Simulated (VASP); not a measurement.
# Cu (Fm-3m) in VASP: a series of runs

Cu is run at these levels: PBE; tasks: single point.

All numbers are computed with VASP 6.6.1; they aren't measurements. Logs are shortened: lines on timing, memory, paths and dates and some standing lists are left out, and cuts for length are marked.

## (1) The cell of the first run

It takes space group Fm-3m (No. 225, cubic). The conventional cell has a = 3.630 Å, b = 3.630 Å, c = 3.630 Å, α = 90.00°, β = 90.00°, γ = 90.00°. Cu (site symmetry m-3m) has 12 Cu at 2.57 Å within 3.4 Å.

## (2) Single point, PBE

File INCAR:

```
SYSTEM = Cu
PREC     = Accurate       ! precision mode
ENCUT    = 600            ! plane-wave cutoff, eV
EDIFF    = 1E-6           ! SCF threshold, eV
ISMEAR   = -1             ! smearing method
SIGMA    = 0.1            ! smearing width, eV
LREAL    = .False.        ! projectors in reciprocal space
LASPH    = .True.         ! aspherical terms in the spheres
NELM     = 120            ! most SCF steps
ALGO     = Normal         ! electronic algorithm
ISIF     = 2              ! what is computed and relaxed
LWAVE    = .False.        ! write WAVECAR
LCHARG   = .True.         ! write CHGCAR
GGA      = PE             ! functional
LELF     = .True.         ! ELF
LVHAR    = .True.       
NBANDS   = 12             ! bands
GGA_COMPAT= .False.
```

File KPOINTS:

```
regular mesh
0
Gamma
  4 4 4
  0 0 0
```

File POSCAR:

```
Cu
1.0
   -1.8151328778      0.0000000000      1.8151328778
    0.0000000000      1.8151328778      1.8151328778
   -1.8151328778      1.8151328778      0.0000000000
Cu
1
Direct
    0.0000000000      0.0000000000      0.0000000000
```

Potentials or basis: VASP PAW PBE potentials, release 64 (Cu).

On the command line:

```bash
$ cat potpaw_PBE.64/Cu/POTCAR > POTCAR
$ mpirun -np 1 vasp_std > vasp.out
```

OUTCAR:

```text
SYSTEM = Cu
   PREC = Accurate
   ENCUT = 600
   EDIFF = 1E-6
   ISMEAR = -1
   LREAL = .False.
   LASPH = .True.
   NELM = 120
   ISIF = 2
   GGA = PE

 ion  position               nearest neighbor table
   1  0.000  0.000  0.000-

  LATTYP: Found a face centered cubic cell.
 ALAT       =     3.6302657556

  Lattice vectors:

 A1 = (  -1.8151328778,   0.0000000000,   1.8151328778)
 A2 = (   0.0000000000,   1.8151328778,   1.8151328778)
 A3 = (  -1.8151328778,   1.8151328778,   0.0000000000)

Analysis of symmetry for initial positions (statically):
=====================================================================
 Subroutine PRICEL returns:
 Original cell was already a primitive cell.

 Routine SETGRP: Setting up the symmetry group for a
 face centered cubic supercell.

 Subroutine GETGRP returns: Found 48 space group operations
 (whereof 48 operations were pure point group operations)
 out of a pool of 48 trial point group operations.

The static configuration has the point symmetry O_h .

Analysis of symmetry for dynamics (positions and initial velocities):
=====================================================================
 Subroutine PRICEL returns:
 Original cell was already a primitive cell.

 Routine SETGRP: Setting up the symmetry group for a
 face centered cubic supercell.

 Subroutine GETGRP returns: Found 48 space group operations
 (whereof 48 operations were pure point group operations)
 out of a pool of 48 trial point group operations.

The dynamic configuration has the point symmetry O_h .

 Subroutine INISYM returns: Found 48 space group operations
 (whereof 48 operations are pure point group operations),
 and found     1 'primitive' translations

----------------------------------------------------------------------------------------

                                     Primitive cell

  volume of cell :      11.9607

  direct lattice vectors                    reciprocal lattice vectors
    -1.815132878  0.000000000  1.815132878    -0.275461927 -0.275461927  0.275461927
     0.000000000  1.815132878  1.815132878     0.275461927  0.275461927  0.275461927
    -1.815132878  1.815132878  0.000000000    -0.275461927  0.275461927 -0.275461927

  length of vectors
     2.566985533  2.566985533  2.566985533     0.477114053  0.477114053  0.477114053

  position of ions in fractional coordinates (direct lattice)
     0.000000000  0.000000000  0.000000000

  ion indices of the primitive-cell ions
   primitive index   ion index
                 1           1

----------------------------------------------------------------------------------------

 KPOINTS: regular mesh

Automatic generation of k-mesh.
 Grid dimensions read from file:
 generate k-points for:    4    4    4

 Generating k-lattice:

  Cartesian coordinates                     Fractional coordinates (reciprocal lattice)
    -0.068865482 -0.068865482  0.068865482     0.250000000  0.000000000  0.000000000
     0.068865482  0.068865482  0.068865482     0.000000000  0.250000000  0.000000000
    -0.068865482  0.068865482 -0.068865482     0.000000000  0.000000000  0.250000000

  Length of vectors
     0.119278513  0.119278513  0.119278513

  Shift w.r.t. Gamma in fractional coordinates (k-lattice)
     0.000000000  0.000000000  0.000000000

 Subroutine IBZKPT returns following result:
 ===========================================

 Found      8 irreducible k-points:

 Following reciprocal coordinates:
            Coordinates               Weight
  0.000000  0.000000  0.000000      1.000000
  0.250000  0.000000  0.000000      8.000000
  0.500000  0.000000  0.000000      4.000000
  0.250000  0.250000  0.000000      6.000000
  0.500000  0.250000  0.000000     24.000000
 -0.250000  0.250000  0.000000     12.000000
  0.500000  0.500000  0.000000      3.000000
 -0.250000  0.500000  0.250000      6.000000
   k-points           NKPTS =      8   k-points in BZ     NKDIM =      8   number of bands    NBANDS=     12
   number of dos      NEDOS =    301   number of ions     NIONS =      1
   total plane-waves  NPLWV =  13824
   dimension x,y,z NGX =    24 NGY =   24 NGZ =   24
   dimension x,y,z NGXF=    48 NGYF=   48 NGZF=   48
   ions per type =               1
   NGX,Y,Z   is equivalent  to a cutoff of  15.54, 15.54, 15.54 a.u.
   NGXF,Y,Z  is equivalent  to a cutoff of  31.09, 31.09, 31.09 a.u.
 SYSTEM =  Cu
   PREC   = accura    normal or accurate (medium, high low for compatibility)
   ISTART =      0    job   : 0-new  1-cont  2-samecut
   ICHARG =      2    charge: 1-file 2-atom 10-const
   ISPIN  =      1    spin polarized calculation?
   LNONCOLLINEAR =      F non collinear calculations
   LSORBIT =      F    spin-orbit coupling
   LASPH  =      T    aspherical Exc in radial PAW
   ENCUT  =  600.0 eV  44.10 Ry    6.64 a.u.   5.13  5.13  5.13*2*pi/ulx,y,z
   NELM   =    120;   NELMIN=  2; NELMDL= -5     # of ELM steps
   EDIFF  = 0.1E-05   stopping-criterion for ELM
   LREAL  =      F    real-space projection
   EDIFFG = 0.1E-04   stopping-criterion for IOM
   NSW    =      0    number of steps for IOM
   IBRION =     -1    ionic relax: 0-MD 1-quasi-New 2-CG
   NFREE  =      0    steps in history (QN), initial steepest desc. (CG)
   ISIF   =      2    stress and relaxation
   ISYM   =      2    0-nonsym 1-usesym 2-fastsym
   POTIM  = 0.5000    time-step for ionic-motion
   TEBEG  =    0.0;   TEEND  =   0.0 temperature during run
   PSTRESS=    0.0 pullay stress
   NELECT =      11.0000    total number of electrons
   NUPDOWN=      -1.0000    fix difference up-down
   EMIN   =  10.00;   EMAX   =-10.00  energy-range for DOS
   EFERMI =   0.00;   METHOD = LEGACY
   ISMEAR =    -1;   SIGMA  =   0.10  broadening in eV -4-tet -1-fermi 0-gaus
   EFERMI_NEDOS =   21; number of points for ismear=-14 and -15
   IALGO  =     38    algorithm
   IMIX   =      4    mixing-type and parameters
     AMIX     =   0.40;   BMIX     =  1.00
     AMIX_MAG =   1.60;   BMIX_MAG =  1.00
  volume/ion in A,a.u.               =      11.96        80.71
  Fermi-wavevector in a.u.,A,eV,Ry     =   1.592040  3.008519 34.485208  2.534591
  Thomas-Fermi vector in A             =   2.690487
   LORBIT       =      0    0 simple, 1 ext, 2 COOP (PROOUT), +10 PAW based schemes
   GGA     = PE    functional components
   LHFCALC =     F    Hartree Fock is set to
   AEXX    =    0.0000 exact exchange contribution
   IVDW    =     0    specifies the selected vdW correction
   LEPSILON=     F    determine dielectric tensor
   LRPA    =     F    only Hartree local field effects (RPA)
 non-spin polarized calculation
  energy-cutoff  :      600.00
  volume of cell :       11.96
 maximum number of plane-waves:       415
 NGX is ok and might be reduce to    24
   NGX = 11   NGY = 11   NGZ = 11

 number of electron      10.9999998 magnetization

 Free energy of the ion-electron system (eV)
  ---------------------------------------------------
  ext. energy  EPLUGINS =         0.00000000
  ---------------------------------------------------
  free energy    TOTEN  =        -3.57442315 eV

  energy without entropy =       -3.56138282  energy(sigma->0) =       -3.56790298

 E-fermi :   8.0281     XC(G=0): -12.6582

 val. band max:        7.0891729833   @ k =  -0.2500   0.2500   0.0000
 cond. band min:       8.3415684222   @ k =   0.5000   0.2500   0.0000
 fundamental gap:      1.2523954389
 Fermi energy:         8.0280876355

 k-point     1 :       0.0000    0.0000    0.0000
  band No.  band energies     occupation
      1      -1.8282      2.00000
      2       4.4122      2.00000
      3       4.4122      2.00000
      4       4.4122      2.00000
      5       5.2176      2.00000
      6       5.2176      2.00000
      7      29.9225      0.00000
      8      32.4657      0.00000
      9      32.4657      0.00000
     10      32.4657      0.00000
     11      34.9438      0.00000
     12      34.9438      0.00000

 k-point     2 :       0.2500    0.0000    0.0000
  band No.  band energies     occupation
      1       0.2757      2.00000
      2       4.1687      2.00000
      3       4.5653      2.00000
      4       4.5653      2.00000
      5       5.2988      2.00000
      6       5.2988      2.00000
      7      19.7627      0.00000
      8      29.7861      0.00000
      9      30.0506      0.00000
     10      30.0506      0.00000
     11      35.7082      0.00000
     12      35.7082      0.00000

 k-point     3 :       0.5000    0.0000    0.0000
  band No.  band energies     occupation
      1       2.4052      2.00000
      2       4.3809      2.00000
      3       4.3809      2.00000
      4       5.7733      2.00000
      5       5.7733      2.00000
      6       6.4623      2.00000
      7      11.1069      0.00000
      8      28.4207      0.00000
      9      29.2987      0.00000
     10      29.2987      0.00000
     11      32.3182      0.00000
     12      32.3182      0.00000

 k-point     4 :       0.2500    0.2500    0.0000
  band No.  band energies     occupation
      1       0.9122      2.00000
      2       3.7120      2.00000
      3       4.7744      2.00000
      4       5.0590      2.00000
      5       5.0590      2.00000
      6       5.4835      2.00000
      7      24.3843      0.00000
      8      24.3843      0.00000
      9      25.6357      0.00000
     10      26.2606      0.00000
     11      29.2993      0.00000
     12      44.2275      0.00000

 k-point     5 :       0.5000    0.2500    0.0000
  band No.  band energies     occupation
      1       3.0404      2.00000
      2       3.5992      2.00000
      3       4.4400      2.00000
      4       5.0375      2.00000
      5       5.8127      2.00000
      6       8.3416      0.08339
      7      14.0663      0.00000
      8      19.8796      0.00000
      9      23.3918      0.00000
     10      26.8686      0.00000
     11      36.5166      0.00000
     12      40.7467      0.00000

 k-point     6 :      -0.2500    0.2500    0.0000
  band No.  band energies     occupation
      1       2.7836      2.00000
      2       3.9235      2.00000
      3       4.1256      2.00000
      4       4.9007      2.00000
      5       5.2158      2.00000
      6       7.0892      1.99983
      7      17.0506      0.00000
      8      18.2280      0.00000
      9      27.7395      0.00000
     10      28.9506      0.00000
     11      37.3981      0.00000
     12      38.3962      0.00000

 k-point     7 :       0.5000    0.5000    0.0000
  band No.  band energies     occupation
      1       2.6036      2.00000
      2       3.0498      2.00000
      3       5.7559      2.00000
      4       5.9127      2.00000
      5       5.9127      2.00000
      6       8.9348      0.00023
      7      14.4425      0.00000
      8      20.4103      0.00000
      9      20.4103      0.00000
     10      24.8663      0.00000
     11      27.4734      0.00000
     12      49.2635      0.00000

 k-point     8 :      -0.2500    0.5000    0.2500
  band No.  band energies     occupation
      1       3.3289      2.00000
      2       3.9205      2.00000
      3       3.9205      2.00000
      4       5.1784      2.00000
      5       5.9135      2.00000
      6      13.5769      0.00000
      7      13.5769      0.00000
      8      15.6594      0.00000
      9      16.1101      0.00000
     10      35.4759      0.00000
     11      35.4759      0.00000
     12      36.6333      0.00000

------------------------ aborting loop because EDIFF is reached ----------------------------------------

  FORCE on cell =-STRESS in cart. coord.  units (eV):
  Direction    XX          YY          ZZ          XY          YZ          ZX
  --------------------------------------------------------------------------------------
  -------------------------------------------------------------------------------------
  Total        0.1596278      0.1596278      0.1596278     -0.0000000      0.0000000     -0.0000000
  in kB       21.3827642     21.3827642     21.3827642     -0.0000000      0.0000000     -0.0000000
  external PRESSURE =      21.3827642 kB  Pullay stress =       0.0000000 kB

 VOLUME and BASIS-vectors are now :
 -----------------------------------------------------------------------------
  energy-cutoff  :      600.00
  volume of cell :       11.96
      direct lattice vectors                 reciprocal lattice vectors
    -1.815132878  0.000000000  1.815132878    -0.275461927 -0.275461927  0.275461927
     0.000000000  1.815132878  1.815132878     0.275461927  0.275461927  0.275461927
    -1.815132878  1.815132878  0.000000000    -0.275461927  0.275461927 -0.275461927

 POSITION                                       TOTAL-FORCE (eV/Angst)
 -----------------------------------------------------------------------------------
      0.00000      0.00000      0.00000         0.000000      0.000000      0.000000
 -----------------------------------------------------------------------------------
    total drift:                               -0.000000     -0.000000     -0.000000

  FREE ENERGIE OF THE ION-ELECTRON SYSTEM (eV)
  ---------------------------------------------------
  free  energy   TOTEN  =        -3.5744231533 eV

  energy  without entropy=       -3.5613828154  energy(sigma->0) =       -3.56790298
```

Run time: 3.8 s. Hardware: 1 thread of Intel Xeon Platinum 8559C (Emerald Rapids), shared host; peak memory 0.13 GiB.

Results:

```yaml
Free_energy: -3.5744 eV
Pressure: 2.1 GPa
```

Caveat: the k points lie up to 0.75 Å⁻¹ apart.

## (3) Single point, PBE

File INCAR:

```
PREC = Accurate
ENCUT = 600
EDIFF = 1E-6
ISMEAR = -1
SIGMA = 0.1
LREAL = F
LASPH = T
NELM = 120
ALGO = Normal
ISIF = 2
LWAVE = F
LCHARG = T
GGA = PE
LELF = T
LVHAR = T
NBANDS = 12
GGA_COMPAT = F
```

File KPOINTS:

```
regular mesh
0
Gamma
  4 4 4
```

POSCAR is that of step 2.

Potentials or basis: VASP PAW PBE potentials, release 64 (Cu).

On the command line:

```bash
$ cat potpaw_PBE.64/Cu/POTCAR > POTCAR
$ mpirun -np 1 vasp_std > vasp.out
```

It took 2.9 s on 1 thread of Intel Xeon Platinum 8559C (Emerald Rapids), shared host; peak memory 0.13 GiB.

Results (log left out):

```
Free energy : -3.5744 eV
Pressure    : 2.1 GPa
```

Levels at points of the mesh, in eV from the Fermi level:
```tsv
k point	band 2	band 3	band 4	band 5	band 6	band 7	band 8	band 9	band 10	band 11
(0.00, 0.00, 0.00)	-3.62	-3.62	-3.62	-2.81	-2.81	21.89	24.44	24.44	24.44	26.92
(0.50, 0.00, 0.00)	-3.65	-3.65	-2.25	-2.25	-1.57	3.08	20.39	21.27	21.27	24.29
(0.50, 0.50, 0.00)	-4.98	-2.27	-2.12	-2.12	0.91	6.41	12.38	12.38	16.84	19.45
```

Caveat: the k points lie up to 0.75 Å⁻¹ apart.
